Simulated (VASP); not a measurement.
# Ta3Al (P-3m1) in VASP: single point with PBE

Aim: the single point of Ta3Al with PBE.

Everything below comes from runs of VASP 6.6.1. Logs are shortened: lines on timing, memory, paths and dates and some standing lists are left out, and cuts for length are marked.

## (1) The cell of the first run

It takes space group P-3m1 (No. 164, trigonal). The conventional cell has a = 4.011 Å, b = 4.011 Å, c = 4.545 Å, α = 90.00°, β = 90.00°, γ = 120.00°. Within 3.0 Å of Ta (site symmetry -3m) lie 2 Al at 2.27 Å and 6 Ta at 2.63 Å. Within 3.3 Å of Ta (site symmetry 3m) lie 3 Al at 2.53 Å and 6 Ta at 2.63 to 3.09 Å. Within 3.0 Å of Al (site symmetry -3m) lie 8 Ta at 2.27 to 2.53 Å.

## (2) Single point, PBE

File INCAR:

```
SYSTEM = Ta3Al
ALGO     = Fast           ! electronic algorithm
EDIFF    = 1E-6           ! SCF threshold, eV
ENCUT    = 520            ! plane-wave cutoff, eV
GGA      = PE             ! functional
ISIF     = 2              ! what is computed and relaxed
ISMEAR   = 0              ! smearing method
LASPH    = .TRUE.         ! aspherical terms in the spheres
LCHARG   = .FALSE.        ! write CHGCAR
LREAL    = .FALSE.        ! projectors in reciprocal space
LWAVE    = .FALSE.        ! write WAVECAR
NBANDS   = 26             ! bands
NELM     = 60             ! most SCF steps
PREC     = Accurate       ! precision mode
SIGMA    = 0.1            ! smearing width, eV
```

File KPOINTS:

```
k-points
0
G
  6 6 4
  0 0 0
```

File POSCAR:

```
Ta3Al
1.0
    4.0112701900      0.0000000000      0.0000000000
   -2.0056351000      3.4738618900      0.0000000000
    0.0000000000      0.0000000000      4.5450183300
Ta Al
3 1
Direct
    0.0000000000      0.0000000000      0.5000000000
    0.3333333300      0.6666666700      0.7755607000
    0.6666666700      0.3333333300      0.2244393000
    0.0000000000      0.0000000000      0.0000000000
```

Potentials or basis: VASP PAW PBE potentials, release 64 (Ta_pv, Al).

Run with:

```bash
$ cat potpaw_PBE.64/Ta_pv/POTCAR potpaw_PBE.64/Al/POTCAR > POTCAR
$ mpirun -np 1 vasp_std > vasp.out
```

OUTCAR:

```text
SYSTEM = Ta3Al
   EDIFF = 1E-6
   ENCUT = 520
   GGA = PE
   ISIF = 2
   ISMEAR = 0
   LASPH = .TRUE.
   LREAL = .FALSE.
   NELM = 60
   PREC = Accurate

 ion  position               nearest neighbor table
   1  0.000  0.000  0.500-   4 2.27   4 2.27   2 2.63   3 2.63   3 2.63   2 2.63   3 2.63   2 2.63

   2  0.333  0.667  0.776-   4 2.53   4 2.53   4 2.53   1 2.63   1 2.63   1 2.63   3 3.09   3 3.09
                             3 3.09   3 3.41   3 3.41   3 3.41
   3  0.667  0.333  0.224-   4 2.53   4 2.53   4 2.53   1 2.63   1 2.63   1 2.63   2 3.09   2 3.09
                             2 3.09   2 3.41   2 3.41   2 3.41
   4  0.000  0.000  0.000-   1 2.27   1 2.27   3 2.53   2 2.53   3 2.53   2 2.53   3 2.53   2 2.53

  LATTYP: Found a hexagonal cell.
 ALAT       =     4.0112701900
 C/A-ratio  =     1.1330621261

  Lattice vectors:

 A1 = (   4.0112701900,   0.0000000000,   0.0000000000)
 A2 = (  -2.0056351000,   3.4738618900,   0.0000000000)
 A3 = (   0.0000000000,   0.0000000000,   4.5450183300)

Analysis of symmetry for initial positions (statically):
=====================================================================
 Subroutine PRICEL returns:
 Original cell was already a primitive cell.

 Routine SETGRP: Setting up the symmetry group for a
 hexagonal supercell.

 Subroutine GETGRP returns: Found 12 space group operations
 (whereof 12 operations were pure point group operations)
 out of a pool of 24 trial point group operations.

The static configuration has the point symmetry D_3d.

Analysis of symmetry for dynamics (positions and initial velocities):
=====================================================================
 Subroutine PRICEL returns:
 Original cell was already a primitive cell.

 Routine SETGRP: Setting up the symmetry group for a
 hexagonal supercell.

 Subroutine GETGRP returns: Found 12 space group operations
 (whereof 12 operations were pure point group operations)
 out of a pool of 24 trial point group operations.

The dynamic configuration has the point symmetry D_3d.

 Subroutine INISYM returns: Found 12 space group operations
 (whereof 12 operations are pure point group operations),
 and found     1 'primitive' translations

----------------------------------------------------------------------------------------

                                     Primitive cell

  volume of cell :      63.3330

  direct lattice vectors                    reciprocal lattice vectors
     4.011270190  0.000000000  0.000000000     0.249297592  0.143932032  0.000000000
    -2.005635100  3.473861890  0.000000000     0.000000000  0.287864064  0.000000000
     0.000000000  0.000000000  4.545018330     0.000000000  0.000000000  0.220021115

  length of vectors
     4.011270190  4.011270196  4.545018330     0.287864064  0.287864064  0.220021115

  position of ions in fractional coordinates (direct lattice)
     0.000000000  0.000000000  0.500000000
     0.333333330  0.666666670  0.775560700
     0.666666670  0.333333330  0.224439300
     0.000000000  0.000000000  0.000000000

  ion indices of the primitive-cell ions
   primitive index   ion index
                 1           1
                 2           2
                 3           3
                 4           4

----------------------------------------------------------------------------------------

 KPOINTS: k-points

Automatic generation of k-mesh.
 Grid dimensions read from file:
 generate k-points for:    6    6    4

 Generating k-lattice:

  Cartesian coordinates                     Fractional coordinates (reciprocal lattice)
     0.041549599  0.023988672  0.000000000     0.166666667  0.000000000  0.000000000
     0.000000000  0.047977344  0.000000000     0.000000000  0.166666667  0.000000000
     0.000000000  0.000000000  0.055005279     0.000000000  0.000000000  0.250000000

  Length of vectors
     0.047977344  0.047977344  0.055005279

  Shift w.r.t. Gamma in fractional coordinates (k-lattice)
     0.000000000  0.000000000  0.000000000

 Subroutine IBZKPT returns following result:
 ===========================================

 Found     24 irreducible k-points:

 Following reciprocal coordinates:
            Coordinates               Weight
  0.000000  0.000000  0.000000      1.000000
  0.166667  0.000000  0.000000      6.000000
  0.333333 -0.000000  0.000000      6.000000
  0.500000  0.000000  0.000000      3.000000
  0.166667  0.166667  0.000000      6.000000
  0.333333  0.166667  0.000000     12.000000
[... 16 lines left out ...]
  0.333333  0.166667  0.500000     12.000000
  0.333333  0.333333  0.500000      2.000000
   k-points           NKPTS =     24   k-points in BZ     NKDIM =     24   number of bands    NBANDS=     26
   number of dos      NEDOS =    301   number of ions     NIONS =      4
   total plane-waves  NPLWV =  32400
   dimension x,y,z NGX =    30 NGY =   30 NGZ =   36
   dimension x,y,z NGXF=    60 NGYF=   60 NGZF=   72
   ions per type =               3   1
   NGX,Y,Z   is equivalent  to a cutoff of  12.43, 12.43, 13.17 a.u.
   NGXF,Y,Z  is equivalent  to a cutoff of  24.87, 24.87, 26.34 a.u.
 SYSTEM =  Ta3Al
   PREC   = accura    normal or accurate (medium, high low for compatibility)
   ISTART =      0    job   : 0-new  1-cont  2-samecut
   ICHARG =      2    charge: 1-file 2-atom 10-const
   ISPIN  =      1    spin polarized calculation?
   LNONCOLLINEAR =      F non collinear calculations
   LSORBIT =      F    spin-orbit coupling
   LASPH  =      T    aspherical Exc in radial PAW
   ENCUT  =  520.0 eV  38.22 Ry    6.18 a.u.   7.46  7.46  8.45*2*pi/ulx,y,z
   NELM   =     60;   NELMIN=  2; NELMDL= -5     # of ELM steps
   EDIFF  = 0.1E-05   stopping-criterion for ELM
   LREAL  =      F    real-space projection
   EDIFFG = 0.1E-04   stopping-criterion for IOM
   NSW    =      0    number of steps for IOM
   IBRION =     -1    ionic relax: 0-MD 1-quasi-New 2-CG
   NFREE  =      0    steps in history (QN), initial steepest desc. (CG)
   ISIF   =      2    stress and relaxation
   ISYM   =      2    0-nonsym 1-usesym 2-fastsym
   POTIM  = 0.5000    time-step for ionic-motion
   TEBEG  =    0.0;   TEEND  =   0.0 temperature during run
   PSTRESS=    0.0 pullay stress
   NELECT =      36.0000    total number of electrons
   NUPDOWN=      -1.0000    fix difference up-down
   EMIN   =  10.00;   EMAX   =-10.00  energy-range for DOS
   EFERMI =   0.00;   METHOD = LEGACY
   ISMEAR =     0;   SIGMA  =   0.10  broadening in eV -4-tet -1-fermi 0-gaus
   EFERMI_NEDOS =   21; number of points for ismear=-14 and -15
   IALGO  =     68    algorithm
   IMIX   =      4    mixing-type and parameters
     AMIX     =   0.40;   BMIX     =  1.00
     AMIX_MAG =   1.60;   BMIX_MAG =  1.00
  volume/ion in A,a.u.               =      15.83       106.85
  Fermi-wavevector in a.u.,A,eV,Ry     =   1.356123  2.562700 25.022047  1.839069
  Thomas-Fermi vector in A             =   2.483152
   LORBIT       =      0    0 simple, 1 ext, 2 COOP (PROOUT), +10 PAW based schemes
   GGA     = PE    functional components
   LHFCALC =     F    Hartree Fock is set to
   AEXX    =    0.0000 exact exchange contribution
   IVDW    =     0    specifies the selected vdW correction
   LEPSILON=     F    determine dielectric tensor
   LRPA    =     F    only Hartree local field effects (RPA)
 non-spin polarized calculation
 RMM-DIIS sequential band-by-band and
 Gauss-broadening in eV      SIGMA  =   0.10
  energy-cutoff  :      520.00
  volume of cell :       63.33
 maximum number of plane-waves:      1739
 NGX is ok and might be reduce to    30
   NGX = 15   NGY = 15   NGZ = 17

 number of electron      36.0000004 magnetization

 Free energy of the ion-electron system (eV)
  ---------------------------------------------------
  ext. energy  EPLUGINS =         0.00000000
  ---------------------------------------------------
  free energy    TOTEN  =       -33.67559597 eV

  energy without entropy =      -33.66198000  energy(sigma->0) =      -33.66878799

 E-fermi :   7.0507     XC(G=0): -12.4578

 val. band max:        7.0160351192   @ k =   0.3333   0.1667   0.5000
 cond. band min:       7.0739791188   @ k =   0.5000   0.0000   0.2500
 fundamental gap:      0.0579439995
 Fermi energy:         7.0506614927

 k-point     1 :       0.0000    0.0000    0.0000
  band No.  band energies     occupation
      1     -27.2629      2.00000
      2     -27.2629      2.00000
      3     -27.2050      2.00000
      4     -27.1071      2.00000
      5     -27.1071      2.00000
      6     -27.0080      2.00000
[... 18 lines left out ...]
     25      12.0307      0.00000
     26      13.0262      0.00000

 k-point     2 :       0.1667    0.0000    0.0000
  band No.  band energies     occupation
      1     -27.4174      2.00000
      2     -27.3616      2.00000
      3     -27.2461      2.00000
      4     -27.0644      2.00000
      5     -27.0275      2.00000
      6     -26.9000      2.00000
[... 18 lines left out ...]
     25      11.9875      0.00000
     26      12.1476      0.00000

 k-point     3 :       0.3333   -0.0000    0.0000
  band No.  band energies     occupation
      1     -27.4825      2.00000
      2     -27.4777      2.00000
      3     -27.3438      2.00000
      4     -27.0341      2.00000
      5     -26.9497      2.00000
      6     -26.9406      2.00000
[... 18 lines left out ...]
     25      11.5256      0.00000
     26      12.3350      0.00000

 k-point     4 :       0.5000    0.0000    0.0000
  band No.  band energies     occupation
      1     -27.5229      2.00000
      2     -27.4619      2.00000
      3     -27.3539      2.00000
      4     -27.1494      2.00000
      5     -26.9401      2.00000
      6     -26.9237      2.00000
[... 18 lines left out ...]
     25      11.0925      0.00000
     26      11.4271      0.00000
[... 496 lines left out ...]
      1     -27.4574      2.00000
      2     -27.3381      2.00000
      3     -27.3357      2.00000
      4     -27.1295      2.00000
      5     -27.0654      2.00000
      6     -26.9402      2.00000
[... 18 lines left out ...]
     25      11.6327      0.00000
     26      11.9765      0.00000

 k-point    23 :       0.3333    0.1667    0.5000
  band No.  band energies     occupation
      1     -27.5898      2.00000
      2     -27.4810      2.00000
      3     -27.3882      2.00000
      4     -27.0690      2.00000
      5     -26.9463      2.00000
      6     -26.9128      2.00000
[... 18 lines left out ...]
     25      10.6215      0.00000
     26      12.1002      0.00000

 k-point    24 :       0.3333    0.3333    0.5000
  band No.  band energies     occupation
      1     -27.5533      2.00000
      2     -27.5533      2.00000
      3     -27.5346      2.00000
      4     -26.9692      2.00000
      5     -26.8804      2.00000
      6     -26.8804      2.00000
[... 18 lines left out ...]
     25      11.7152      0.00000
     26      11.7211      0.00000

------------------------ aborting loop because EDIFF is reached ----------------------------------------

  FORCE on cell =-STRESS in cart. coord.  units (eV):
  Direction    XX          YY          ZZ          XY          YZ          ZX
  --------------------------------------------------------------------------------------
  -------------------------------------------------------------------------------------
  Total       17.1128119     17.1128120     26.9647362     -0.0000000      0.0000000      0.0000000
  in kB      432.9142248    432.9142258    682.1449292     -0.0000006      0.0000000      0.0000000
  external PRESSURE =     515.9911266 kB  Pullay stress =       0.0000000 kB

 VOLUME and BASIS-vectors are now :
 -----------------------------------------------------------------------------
  energy-cutoff  :      520.00
  volume of cell :       63.33
      direct lattice vectors                 reciprocal lattice vectors
     4.011270190  0.000000000  0.000000000     0.249297592  0.143932032  0.000000000
    -2.005635100  3.473861890  0.000000000     0.000000000  0.287864064  0.000000000
     0.000000000  0.000000000  4.545018330     0.000000000  0.000000000  0.220021115

 POSITION                                       TOTAL-FORCE (eV/Angst)
 -----------------------------------------------------------------------------------
      0.00000      0.00000      2.27251         0.000000      0.000000      0.000000
     -0.00000      2.31591      3.52494         0.000000     -0.000000      0.177616
      2.00564      1.15795      1.02008        -0.000000      0.000000     -0.177616
      0.00000      0.00000      0.00000         0.000000      0.000000      0.000000
 -----------------------------------------------------------------------------------
    total drift:                               -0.000000     -0.000000     -0.000000

  FREE ENERGIE OF THE ION-ELECTRON SYSTEM (eV)
  ---------------------------------------------------
  free  energy   TOTEN  =       -33.6755959687 eV

  energy  without entropy=      -33.6619800019  energy(sigma->0) =      -33.66878799
```

Run time: 30 s. Hardware: 1 thread of Intel Xeon 6975P-C (Granite Rapids), shared host; peak memory 0.19 GiB.

Results:

```
Free energy            : -33.6756 eV
Pressure               : 51.6 GPa
Largest force          : 0.178 eV/Å
Band gap on the k mesh : zero (band 18 reaches 7.89 eV, above the bottom of band 19 at 6.67 eV)
```

Forces in eV/Å, atoms in the order of the input:
```
Ta   0.000  0.000  0.000
Ta   0.000  0.000  0.178
Ta   0.000  0.000 -0.178
Al   0.000  0.000  0.000
```

Caveat: spin-orbit coupling is left out, which moves the levels of the heavy elements.
